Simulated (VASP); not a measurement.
Write the native input for VASP 6.6.1 that does the following.

```yaml
Task: single point
Functional: PBEsol
Potentials_or_basis: VASP PAW PBE potentials, release 64 (Pb_d)
Cutoff: 520 eV
k_mesh: 15 × 15 × 8
Occupations: gaussian, width 0.1 eV
Spin: no spin polarisation
Dipole_correction: no
Further_INCAR_settings: ALGO = Fast; EDIFF = 1e-06; NBANDS = 21
```

The structure of Pb lies in POSCAR:

```
Pb
1.0
    3.4370905117      0.0000000000      0.0000000000
   -1.7185452558      2.9766076982      0.0000000000
    0.0000000000      0.0000000000      5.6693605392
Pb
2
Direct
    0.3333333333      0.6666666667      0.2500000000
    0.6666666667      0.3333333333      0.7500000000
```

This isn't the form of Pb at room conditions, which is fcc.

One way to write it, as run:

INCAR

```
ALGO     = Fast           # electronic algorithm
EDIFF    = 1E-6           # SCF threshold, eV
ENCUT    = 520            # plane-wave cutoff, eV
GGA      = PS             # functional
ISIF     = 2              # what is computed and relaxed
ISMEAR   = 0              # smearing method
LASPH    = T              # aspherical terms in the spheres
LCHARG   = F              # write CHGCAR
LREAL    = F              # projectors in reciprocal space
LWAVE    = F              # write WAVECAR
NBANDS   = 21             # bands
NELM     = 60             # most SCF steps
PREC     = Accurate       # precision mode
SIGMA    = 0.1            # smearing width, eV
```

KPOINTS

```
k-points
0
Gamma
  15 15 8
```

Potentials or basis: VASP PAW PBE potentials, release 64 (Pb_d).

Launch:

```bash
$ cat potpaw_PBE.64/Pb_d/POTCAR > POTCAR
$ mpirun -np 1 vasp_std > vasp.out
```

Results of the run:

```yaml
Pressure: 1.6 GPa
Band_gap_on_the_k_mesh: zero (bands 14 and 15 overlap by 8.16 eV)
```

Caveat: the PAW data sets were made with another functional, which shifts forces and pressure a little; spin-orbit coupling is left out, which moves the levels of the heavy elements.

Run time: 73 s on 1 thread of Intel(R) Xeon(R) 6975P-C (Granite Rapids), on a shared host, peak memory 0.26 GiB.
